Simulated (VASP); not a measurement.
Input of a VASP 6.6.1 run:

INCAR

```
PREC = Accurate
ENCUT = 520
EDIFF = 1E-8
ISMEAR = -1
SIGMA = 0.01
LREAL = False
LASPH = True
NELM = 80
ALGO = Normal
ISIF = 2
LWAVE = False
LCHARG = False
GGA = PS
LEFG = True
NBANDS = 15
```

The input KPOINTS:

```
regular mesh
0
Gamma
  8 8 8
```

POSCAR

```
KI
1.0
    0.0704910000      3.5597955000      3.5597955000
    3.5597955000      0.0704910000      3.5597955000
    3.5597955000      3.5597955000      0.0704910000
K I
1 1
Direct
    0.0000000000      0.0000000000      0.0000000000
    0.5000000000      0.5000000000      0.5000000000
```

Potentials or basis: VASP PAW PBE potentials, release 64 (K_sv, I).

The run is started by

```bash
$ cat potpaw_PBE.64/K_sv/POTCAR potpaw_PBE.64/I/POTCAR > POTCAR
$ mpirun -np 1 vasp_std > vasp.out
```

(1) Predict the band gap on the k mesh.

(2) Predict the pressure.

## Answers

(1) 3.80 eV, direct.

(2) -0.2 GPa.

Caveat: the cell differs from its parent crystal (equal xy, yz and zx shear strains of +2 %); without QUAD_EFG the Cq values of the log hold for a quadrupole moment of 1 mb, not for the nuclei; the PAW data sets were made with another functional, which shifts forces and pressure a little; spin-orbit coupling is left out, which moves the levels of the heavy elements.
